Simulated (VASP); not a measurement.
A run of VASP 6.6.1:

The input POSCAR:

```
MgO
1.0
    0.0000000000      2.1351500000      2.1351500000
    2.1351500000      0.0000000000      2.1351500000
    2.1351500000      2.1351500000      0.0000000000
Mg O
1 1
Direct
    0.0000000000      0.0000000000      0.0000000000
    0.5117087792      0.5117087792      0.4882912208
```

Contents of INCAR.step1:

```
PREC = Accurate
ENCUT = 520
ISMEAR = 0
SIGMA = 0.05
LREAL = F
LASPH = T
NELM = 60
NBANDS = 11
GGA = PE
ALGO = Normal
EDIFF = 1E-4
LWAVE = T
LCHARG = F
```

File INCAR.step2:

```
PREC = Accurate
ENCUT = 520
EDIFF = 1E-6
ISMEAR = 0
SIGMA = 0.05
LREAL = F
LASPH = T
NELM = 60
ALGO = Normal
ISIF = 2
LWAVE = F
LCHARG = F
METAGGA = R2SCAN
LMIXTAU = T
NBANDS = 11
ISTART = 1
```

KPOINTS

```
Automatic mesh
0
Gamma
  10 10 10
```

Potentials or basis: VASP PAW PBE potentials, release 64 (Mg, O).

The run is started by

```sh
$ cat potpaw_PBE.64/Mg/POTCAR potpaw_PBE.64/O/POTCAR > POTCAR
$ cp INCAR.step1 INCAR
$ mpirun -np 1 vasp_std > vasp.out
$ cp INCAR.step2 INCAR
$ mpirun -np 1 vasp_std > vasp.out
```

Hardware: 1 thread of Intel(R) Xeon(R) 6975P-C (Granite Rapids), with other jobs on the host.

Q: How long does it take, and how much memory?

A: Wall time 24 s on 1 thread of Intel(R) Xeon(R) 6975P-C (Granite Rapids), with other jobs on the host, peak memory 0.16 GiB. Counts: k points 102.
